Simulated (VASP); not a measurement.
Here is a VASP 6.6.1 calculation.

The input INCAR:

```
AGGAC = 1.0
AGGAX = 1.0
ALDAC = 0.0
ALDAX = 1.0
ALGO = Normal
EDIFF = 1E-6
ENCUT = 520
GGA = B5
ISIF = 2
ISMEAR = -1
IVDW = 13
LASPH = T
LCHARG = F
LREAL = F
LWAVE = F
NBANDS = 17
NELM = 80
PREC = Accurate
SIGMA = 0.05
VDW_A1 = 0.44488865
VDW_A2 = 4.0933009
VDW_S6 = 1.0
VDW_S8 = 2.34076671
```

KPOINTS

```
k-points
0
Gamma
  7 7 7
```

POSCAR

```
SnTe
1.0
    0.0000000000      3.1939116794      3.1939116794
    3.1939116794      0.0000000000      3.1939116794
    3.1939116794      3.1939116794      0.0000000000
Te Sn
1 1
Direct
    0.5000000000      0.5000000000      0.5000000000
    0.0000000000      0.0000000000      0.0000000000
```

Potentials or basis: VASP PAW PBE potentials, release 64 (Te, Sn_d).

Launch:

```sh
$ cat potpaw_PBE.64/Te/POTCAR potpaw_PBE.64/Sn_d/POTCAR > POTCAR
$ mpirun -np 1 vasp_std > vasp.out
```

(1) What does it give for the pressure?

(2) Predict the dispersion energy per atom.

## Answers

(1) 0.1 GPa.

(2) -0.795 eV.

Caveat: the PAW data sets were made with another functional, which shifts forces and pressure a little.
